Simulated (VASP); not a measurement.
Set up this calculation in VASP 6.6.1, as the native input.

- Task: relaxation of cell and atoms
- Functional: PBE
- Dispersion: D3(BJ)
- Potentials or basis: VASP PAW PBE potentials, release 64 (V_sv)
- Cutoff: 600 eV
- k mesh: 18 × 18 × 18
- Occupations: gaussian, width 0.1 eV
- Spin: no spin polarisation
- Dipole correction: no
- Further INCAR settings: ALGO = Normal; EDIFF = 1e-07; IBRION = 2; EDIFFG = -0.005; NSW = 100; ISIF = 3

The structure of V lies in POSCAR:

```
V
1.0
    0.0000000000      1.8963810953      1.8963810953
    1.8963810953      0.0000000000      1.8963810953
    1.8963810953      1.8963810953      0.0000000000
V
1
Direct
    0.0000000000      0.0000000000      0.0000000000
```

These files were run (other wordings do the same):

INCAR

```
SYSTEM = V
ALGO = Normal ; EDIFF = 1E-7
EDIFFG = -0.005 ; ENCUT = 600
GGA = PE ; IBRION = 2
ISIF = 3 ; ISMEAR = 0
IVDW = 12 ; LASPH = .True.
LCHARG = .False. ; LREAL = .False.
LWAVE = .False. ; NELM = 100
NSW = 100 ; PREC = Accurate
SIGMA = 0.1
```

KPOINTS

```
k-points
0
Gamma
  18 18 18
  0 0 0
```

Potentials or basis: VASP PAW PBE potentials, release 64 (V_sv).

The run is started by

```console
$ cat potpaw_PBE.64/V_sv/POTCAR > POTCAR
$ mpirun -np 1 vasp_std > vasp.out
```

It gave:

* Relaxed volume: 13.30 Å³/atom
* Relaxed cell: a = 2.660 Å, b = 2.660 Å, c = 2.660 Å, α = 60.00°, β = 60.00°, γ = 60.00°
* Space group after relaxing (to 0.05 Å): Fm-3m (No. 225)
* Energy gained by relaxing: 5.0 meV/atom
* Ionic steps: 3
* Pressure after relaxing: 0.0 GPa
* Dispersion energy per atom: -0.688 eV

Caveat: pairwise dispersion overbinds metals, which lowers pressure and volume.

Run time: 21 s on 1 thread of Intel(R) Xeon(R) 6975P-C (Granite Rapids), with other jobs on the host, peak memory 0.18 GiB.
